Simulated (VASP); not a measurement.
Crystal: Zr5N.

```
Zr N
1.0
     0.00000    3.62660    3.62660
     3.62660    0.00000    3.62660
     3.62660    3.62660    0.00000
Zr N
5 1
Direct
  0.62475 0.12574 0.62475
  0.25000 0.25000 0.25000
  0.12574 0.62475 0.62475
  0.62475 0.62475 0.62475
  0.62475 0.62475 0.12574
  0.00000 0.00000 0.00000
```

The cell was generated, and may not be a known phase.

```yaml
Program: VASP 6.6.1
Task: relaxation of cell and atoms
Functional: PBE
Potentials_or_basis: VASP PAW PBE potentials, release 64 (Zr_sv, N)
Cutoff: 600 eV
k_mesh: 4 × 4 × 4
Occupations: gaussian, width 0.1 eV
Spin: no spin polarisation
```

At the start: pressure 40.1 GPa; volume 15.90 Å³/atom.

Problem. How do energy, volume and symmetry change on relaxing?

Solution. Over 7 steps the energy falls by 582.5 meV/atom and the volume is 21.88 Å³/atom (+37.6 %); space group F-43m (No. 216, to 0.1 Å) before and after.

Step by step:
```csv
step,energy change (eV),largest force (eV/Å),pressure (GPa),volume (Å³)
1,0.0000,0.3597,40.07,95.40
2,-2.2593,0.5350,-11.01,161.50
3,-3.4779,0.4736,-0.10,130.86
4,-3.4769,0.4693,0.34,130.07
5,-3.4931,0.0796,0.53,130.13
6,-3.4935,0.0029,0.50,130.12
7,-3.4948,0.0046,-0.14,131.25
```

Final structure:
```
Zr N
1.0
     0.00000    4.03361    4.03361
     4.03361    0.00000    4.03361
     4.03361    4.03361    0.00000
Zr N
5 1
Direct
  0.62257 0.13229 0.62257
  0.25000 0.25000 0.25000
  0.13229 0.62257 0.62257
  0.62257 0.62257 0.62257
  0.62257 0.62257 0.13229
  0.00000 0.00000 0.00000
```

Caveat: the k points lie up to 0.34 Å⁻¹ apart in the final cell, too coarse for converged energies and pressures of a metal; the volume moved by over 15 % at a fixed basis, so the end points are rough.
